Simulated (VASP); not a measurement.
# W (P-3m1) in VASP: single point with PBEsol

Aim: the single point of W with PBEsol.

Program: VASP 6.6.1. These are calculated values, not measurements. Logs are shortened: lines on timing, memory, paths and dates and some standing lists are left out, and cuts for length are marked.

### Step 1. The cell of the first run

Symmetry: P-3m1, No. 164, trigonal system. The conventional cell has a = 2.827 Å, b = 2.827 Å, c = 14.599 Å, α = 90.00°, β = 90.00°, γ = 120.00°. Within 3.7 Å of W (site symmetry 3m) lie 12 W at 2.83 to 3.47 Å. W (site symmetry 3m) has 12 W at 2.83 Å within 3.7 Å. W (site symmetry 3m) has 12 W at 2.83 Å within 3.7 Å.

### Step 2. Single point, PBEsol (the distance across one plane changed)

Input file INCAR:

```
SYSTEM = W
PREC = Accurate
ENCUT = 520
EDIFF = 1E-6
ISMEAR = 0
SIGMA = 0.15
LREAL = .FALSE.
LASPH = .TRUE.
NELM = 100
ALGO = Fast
ISIF = 2
LWAVE = .FALSE.
LCHARG = .FALSE.
GGA = PS
NBANDS = 51
```

Input file KPOINTS:

```
Automatic mesh
0
G
  24 24 5
  0 0 0
```

Input file POSCAR:

```
W
1.0
    1.9989957669     -1.9989957669      0.0000000000
    1.9989957669      0.0000000000     -1.9989957669
    8.4289957695      8.4289957695      8.4289957695
W
6
Direct
    0.6666666667      0.6666666667      0.0790365394
    0.0000000000      0.0000000000      0.8695600377
    0.3333333333      0.3333333333      0.2371412390
    0.6666666667      0.6666666667      0.5533506384
    0.0000000000      0.0000000000      0.3952459387
    0.3333333333      0.3333333333      0.7114553380
```

Potentials or basis: VASP PAW PBE potentials, release 64 (W_sv).

Run with:

```
cat potpaw_PBE.64/W_sv/POTCAR > POTCAR
mpirun -np 1 vasp_std > vasp.out
```

OUTCAR:

```text
SYSTEM = W
   PREC = Accurate
   ENCUT = 520
   EDIFF = 1E-6
   ISMEAR = 0
   LREAL = .FALSE.
   LASPH = .TRUE.
   NELM = 100
   ISIF = 2
   GGA = PS

 ion  position               nearest neighbor table
   1  0.667  0.667  0.079-   3 2.83   3 2.83   3 2.83   2 3.47   2 3.47   2 3.47
   2  0.000  0.000  0.870-   6 2.83   6 2.83   6 2.83   1 3.47   1 3.47   1 3.47
   3  0.333  0.333  0.237-   1 2.83   1 2.83   1 2.83   5 2.83   5 2.83   5 2.83
   4  0.667  0.667  0.553-   6 2.83   6 2.83   6 2.83   5 2.83   5 2.83   5 2.83
   5  0.000  0.000  0.395-   3 2.83   4 2.83   4 2.83   4 2.83   3 2.83   3 2.83
   6  0.333  0.333  0.711-   4 2.83   4 2.83   4 2.83   2 2.83   2 2.83   2 2.83

  LATTYP: Found a hexagonal cell.
 ALAT       =     2.8270069247
 C/A-ratio  =     5.1642777392

  Lattice vectors:

 A1 = (  -1.9989957669,   0.0000000000,   1.9989957669)
 A2 = (   1.9989957669,  -1.9989957669,  -0.0000000000)
 A3 = (   8.4289957695,   8.4289957695,   8.4289957695)

Analysis of symmetry for initial positions (statically):
=====================================================================
 Subroutine PRICEL returns:
 Original cell was already a primitive cell.

 Routine SETGRP: Setting up the symmetry group for a
 hexagonal supercell.

 Subroutine GETGRP returns: Found 12 space group operations
 (whereof  6 operations were pure point group operations)
 out of a pool of 24 trial point group operations.

The static configuration has the point symmetry C_3v.
 The point group associated with its full space group is D_3d.

Analysis of symmetry for dynamics (positions and initial velocities):
=====================================================================
 Subroutine PRICEL returns:
 Original cell was already a primitive cell.

 Routine SETGRP: Setting up the symmetry group for a
 hexagonal supercell.

 Subroutine GETGRP returns: Found 12 space group operations
 (whereof  6 operations were pure point group operations)
 out of a pool of 24 trial point group operations.

The dynamic configuration has the point symmetry C_3v.
 The point group associated with its full space group is D_3d.

 Subroutine INISYM returns: Found 12 space group operations
 (whereof  6 operations are pure point group operations),
 and found     1 'primitive' translations

----------------------------------------------------------------------------------------

                                     Primitive cell

  volume of cell :     101.0464

  direct lattice vectors                    reciprocal lattice vectors
     1.998995767 -1.998995767  0.000000000     0.166750395 -0.333500790  0.166750395
     1.998995767  0.000000000 -1.998995767     0.166750395  0.166750395 -0.333500790
     8.428995770  8.428995770  8.428995770     0.039546032  0.039546032  0.039546032

  length of vectors
     2.827006925  2.827006925 14.599448930     0.408453382  0.408453382  0.068495736

  position of ions in fractional coordinates (direct lattice)
     0.666666667  0.666666667  0.079036539
     0.000000000  0.000000000  0.869560038
     0.333333333  0.333333333  0.237141239
     0.666666667  0.666666667  0.553350638
     0.000000000  0.000000000  0.395245939
     0.333333333  0.333333333  0.711455338

  ion indices of the primitive-cell ions
   primitive index   ion index
                 1           1
                 2           2
                 3           3
                 4           4
                 5           5
                 6           6

----------------------------------------------------------------------------------------

 KPOINTS: Automatic mesh

Automatic generation of k-mesh.
 Grid dimensions read from file:
 generate k-points for:   24   24    5

 Generating k-lattice:

  Cartesian coordinates                     Fractional coordinates (reciprocal lattice)
     0.006947933 -0.013895866  0.006947933     0.041666667  0.000000000  0.000000000
     0.006947933  0.006947933 -0.013895866     0.000000000  0.041666667  0.000000000
     0.007909206  0.007909206  0.007909206     0.000000000  0.000000000  0.200000000

  Length of vectors
     0.017018891  0.017018891  0.013699147

  Shift w.r.t. Gamma in fractional coordinates (k-lattice)
     0.000000000  0.000000000  0.000000000

 Subroutine IBZKPT returns following result:
 ===========================================

 Found    279 irreducible k-points:

 Following reciprocal coordinates:
            Coordinates               Weight
  0.000000  0.000000  0.000000      1.000000
  0.041667  0.000000  0.000000      6.000000
  0.083333  0.000000  0.000000      6.000000
  0.125000  0.000000  0.000000      6.000000
  0.166667  0.000000  0.000000      6.000000
  0.208333  0.000000  0.000000      6.000000
[... 16 lines left out ...]
  0.458333  0.041667 -0.000000     12.000000
  0.500000  0.041667 -0.000000     12.000000
 [... further k-points ...]
   k-points           NKPTS =    279   k-points in BZ     NKDIM =    279   number of bands    NBANDS=     51
   number of dos      NEDOS =    301   number of ions     NIONS =      6
   total plane-waves  NPLWV =  64512
   dimension x,y,z NGX =    24 NGY =   24 NGZ =  112
   dimension x,y,z NGXF=    48 NGYF=   48 NGZF=  224
   ions per type =               6
   NGX,Y,Z   is equivalent  to a cutoff of  14.11, 14.11, 12.75 a.u.
   NGXF,Y,Z  is equivalent  to a cutoff of  28.23, 28.23, 25.51 a.u.
 SYSTEM =  W
   PREC   = accura    normal or accurate (medium, high low for compatibility)
   ISTART =      0    job   : 0-new  1-cont  2-samecut
   ICHARG =      2    charge: 1-file 2-atom 10-const
   ISPIN  =      1    spin polarized calculation?
   LNONCOLLINEAR =      F non collinear calculations
   LSORBIT =      F    spin-orbit coupling
   LASPH  =      T    aspherical Exc in radial PAW
   ENCUT  =  520.0 eV  38.22 Ry    6.18 a.u.   5.26  5.26 27.15*2*pi/ulx,y,z
   NELM   =    100;   NELMIN=  2; NELMDL= -5     # of ELM steps
   EDIFF  = 0.1E-05   stopping-criterion for ELM
   LREAL  =      F    real-space projection
   EDIFFG = 0.1E-04   stopping-criterion for IOM
   NSW    =      0    number of steps for IOM
   IBRION =     -1    ionic relax: 0-MD 1-quasi-New 2-CG
   NFREE  =      0    steps in history (QN), initial steepest desc. (CG)
   ISIF   =      2    stress and relaxation
   ISYM   =      2    0-nonsym 1-usesym 2-fastsym
   POTIM  = 0.5000    time-step for ionic-motion
   TEBEG  =    0.0;   TEEND  =   0.0 temperature during run
   PSTRESS=    0.0 pullay stress
   NELECT =      84.0000    total number of electrons
   NUPDOWN=      -1.0000    fix difference up-down
   EMIN   =  10.00;   EMAX   =-10.00  energy-range for DOS
   EFERMI =   0.00;   METHOD = LEGACY
   ISMEAR =     0;   SIGMA  =   0.15  broadening in eV -4-tet -1-fermi 0-gaus
   EFERMI_NEDOS =   21; number of points for ismear=-14 and -15
   IALGO  =     68    algorithm
   IMIX   =      4    mixing-type and parameters
     AMIX     =   0.40;   BMIX     =  1.00
     AMIX_MAG =   1.60;   BMIX_MAG =  1.00
  volume/ion in A,a.u.               =      16.84       113.65
  Fermi-wavevector in a.u.,A,eV,Ry     =   1.539316  2.908885 32.238899  2.369492
  Thomas-Fermi vector in A             =   2.645561
   LORBIT       =      0    0 simple, 1 ext, 2 COOP (PROOUT), +10 PAW based schemes
   GGA     = PS    functional components
   LHFCALC =     F    Hartree Fock is set to
   AEXX    =    0.0000 exact exchange contribution
   IVDW    =     0    specifies the selected vdW correction
   LEPSILON=     F    determine dielectric tensor
   LRPA    =     F    only Hartree local field effects (RPA)
 non-spin polarized calculation
 RMM-DIIS sequential band-by-band and
 Gauss-broadening in eV      SIGMA  =   0.15
  energy-cutoff  :      520.00
  volume of cell :      101.05
 maximum number of plane-waves:      2749
 NGX is ok and might be reduce to    24
   NGX = 11   NGY = 11   NGZ = 55

 number of electron      84.0000011 magnetization

 Free energy of the ion-electron system (eV)
  ---------------------------------------------------
  ext. energy  EPLUGINS =         0.00000000
  ---------------------------------------------------
  free energy    TOTEN  =       -78.89603076 eV

  energy without entropy =      -78.79558286  energy(sigma->0) =      -78.84580681

 E-fermi :   9.9505     XC(G=0): -13.3669

 val. band max:        9.9503302190   @ k =   0.2917  -0.4583   0.4000
 cond. band min:       9.9508198924   @ k =   0.2500   0.0833   0.2000
 fundamental gap:      0.0004896734
 Fermi energy:         9.9505061900

 k-point     1 :       0.0000    0.0000    0.0000
  band No.  band energies     occupation
      1     -63.8036      2.00000
      2     -63.8006      2.00000
      3     -63.5961      2.00000
      4     -63.5812      2.00000
      5     -63.5359      2.00000
      6     -63.4904      2.00000
[... 43 lines left out ...]
     50      12.3899      0.00000
     51      12.4894      0.00000

 k-point     2 :       0.0417    0.0000    0.0000
  band No.  band energies     occupation
      1     -63.8023      2.00000
      2     -63.7992      2.00000
      3     -63.5944      2.00000
      4     -63.5798      2.00000
      5     -63.5347      2.00000
      6     -63.4895      2.00000
[... 43 lines left out ...]
     50      12.1868      0.00000
     51      12.6040      0.00000

 k-point     3 :       0.0833    0.0000    0.0000
  band No.  band energies     occupation
      1     -63.7982      2.00000
      2     -63.7952      2.00000
      3     -63.5896      2.00000
      4     -63.5756      2.00000
      5     -63.5310      2.00000
      6     -63.4865      2.00000
[... 43 lines left out ...]
     50      11.8561      0.00000
     51      12.2924      0.00000
[... 1027 lines left out ...]
 k-point    23 :       0.4583    0.0417   -0.0000
  band No.  band energies     occupation
      1     -63.7234      2.00000
      2     -63.7223      2.00000
      3     -63.4996      2.00000
      4     -63.4982      2.00000
      5     -63.4620      2.00000
      6     -63.4410      2.00000
[... 43 lines left out ...]
     50      14.6627      0.00000
     51      14.6814      0.00000

 k-point    24 :       0.5000    0.0417   -0.0000
  band No.  band energies     occupation
      1     -63.7206      2.00000
      2     -63.7196      2.00000
      3     -63.4961      2.00000
      4     -63.4952      2.00000
      5     -63.4588      2.00000
      6     -63.4400      2.00000
[... 43 lines left out ...]
     50      15.0198      0.00000
     51      15.1481      0.00000

 [... further k-points ...]

------------------------ aborting loop because EDIFF is reached ----------------------------------------

  FORCE on cell =-STRESS in cart. coord.  units (eV):
  Direction    XX          YY          ZZ          XY          YZ          ZX
  --------------------------------------------------------------------------------------
  -------------------------------------------------------------------------------------
  Total       -4.2406168     -4.2406168     -4.2406168      0.6726431      0.6726431      0.6726431
  in kB      -67.2386174    -67.2386174    -67.2386174     10.6653338     10.6653338     10.6653338
  external PRESSURE =     -67.2386174 kB  Pullay stress =       0.0000000 kB

 VOLUME and BASIS-vectors are now :
 -----------------------------------------------------------------------------
  energy-cutoff  :      520.00
  volume of cell :      101.05
      direct lattice vectors                 reciprocal lattice vectors
     1.998995767 -1.998995767  0.000000000     0.166750395 -0.333500790  0.166750395
     1.998995767  0.000000000 -1.998995767     0.166750395  0.166750395 -0.333500790
     8.428995770  8.428995770  8.428995770     0.039546032  0.039546032  0.039546032

 POSITION                                       TOTAL-FORCE (eV/Angst)
 -----------------------------------------------------------------------------------
      3.33153     -0.66647     -0.66647        -1.164433     -1.164433     -1.164433
      7.32952      7.32952      7.32952         1.164433      1.164433      1.164433
      3.33153      1.33253      1.33253         0.174456      0.174456      0.174456
      7.32952      3.33153      3.33153        -0.111182     -0.111182     -0.111182
      3.33153      3.33153      3.33153         0.111182      0.111182      0.111182
      7.32952      5.33052      5.33052        -0.174456     -0.174456     -0.174456
 -----------------------------------------------------------------------------------
    total drift:                               -0.000004     -0.000004     -0.000004

  FREE ENERGIE OF THE ION-ELECTRON SYSTEM (eV)
  ---------------------------------------------------
  free  energy   TOTEN  =       -78.8960307633 eV

  energy  without entropy=      -78.7955828619  energy(sigma->0) =      -78.84580681
```

It took 66 min on 1 thread of Oxide Virtual Turin-like, shared host; peak memory 0.92 GiB.

Results:

```
Free energy            : -78.8960 eV
Pressure               : -6.7 GPa
Largest force          : 2.017 eV/Å
Band gap on the k mesh : zero (bands 42 and 43 overlap by 0.97 eV)
```

Forces in eV/Å, atoms in the order of the input:
```
W   -1.164 -1.164 -1.164
W    1.164  1.164  1.164
W    0.174  0.174  0.174
W   -0.111 -0.111 -0.111
W    0.111  0.111  0.111
W   -0.174 -0.174 -0.174
```

Stress tensor (GPa, compression positive):
```
-6.72  1.07  1.07
 1.07 -6.72  1.07
 1.07  1.07 -6.72
```

Caveat: the cell differs from its parent crystal (the distance across one plane changed); the cell stands under tension; the PAW data sets were made with another functional, which shifts forces and pressure a little; spin-orbit coupling is left out, which moves the levels of the heavy elements.
